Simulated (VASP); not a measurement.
**Zr3S2: single point with PBEsol**

Crystal: Zr3S2.

```
Zr S
1.0
     2.72134    1.57117    3.43470
    -2.72134    1.57117    3.43470
     0.00000   -3.14234    3.43470
Zr S
3 2
Direct
  0.16184 0.83816 0.50000
  0.50000 0.16184 0.83816
  0.83816 0.50000 0.16184
  0.33496 0.33496 0.33496
  0.66504 0.66504 0.66504
```

This cell differs from its parent crystal: strain -0.050 along x and y, +0.000 along z.

- Program: VASP 6.6.1
- Task: single point
- Functional: PBEsol
- Potentials or basis: VASP PAW PBE potentials, release 64 (Zr_sv, S)
- Cutoff: 520 eV
- k mesh: 12 × 12 × 12
- Occupations: gaussian, width 0.15 eV
- Spin: no spin polarisation
- Dipole correction: no
- Further INCAR settings: ALGO = Normal; EDIFF = 1e-07; NBANDS = 32

| Item | Value |
| --- | --- |
| Pressure | 16.3 GPa |
| Largest force | 0.429 eV/Å |
| Band gap on the k mesh | zero (bands 24 and 25 overlap by 0.51 eV) |

Forces on the atoms (eV/Å):
```
Zr  -0.429  0.000  0.000
Zr   0.215 -0.372  0.000
Zr   0.215  0.372  0.000
S    0.000  0.000  0.012
S    0.000  0.000 -0.012
```

Stress tensor (GPa, compression positive):
```
17.94  0.00  0.00
 0.00 17.94  0.00
 0.00  0.00 12.89
```

Levels at points of the mesh, in eV from the Fermi level:
| k point | band 21 | band 22 | band 23 | band 24 | band 25 | band 26 | band 27 | band 28 |
| --- | --- | --- | --- | --- | --- | --- | --- | --- |
| (0.00, 0.00, 0.00) | -2.93 | -2.10 | 0.16 | 0.16 | 0.76 | 0.76 | 2.16 | 3.26 |
| (0.50, 0.00, 0.00) | -1.34 | -1.29 | -1.03 | -0.74 | -0.12 | 1.03 | 1.97 | 2.21 |
| (0.50, 0.50, 0.00) | -2.32 | -1.32 | -0.93 | -0.39 | -0.24 | 1.04 | 2.22 | 2.27 |
| (0.50, 0.50, 0.50) | -0.87 | -0.57 | -0.21 | -0.21 | 0.44 | 0.44 | 1.26 | 1.26 |

Wall time 5.8 min on 1 thread of Intel(R) Xeon(R) Platinum 8488C (Sapphire Rapids), with other jobs on the host, peak memory 0.5 GiB.

Caveat: the cell differs from its parent crystal (strain -0.050 along x and y, +0.000 along z); the stress differs along the axes, from 13 to 18 GPa; the PAW data sets were made with another functional, which shifts forces and pressure a little.
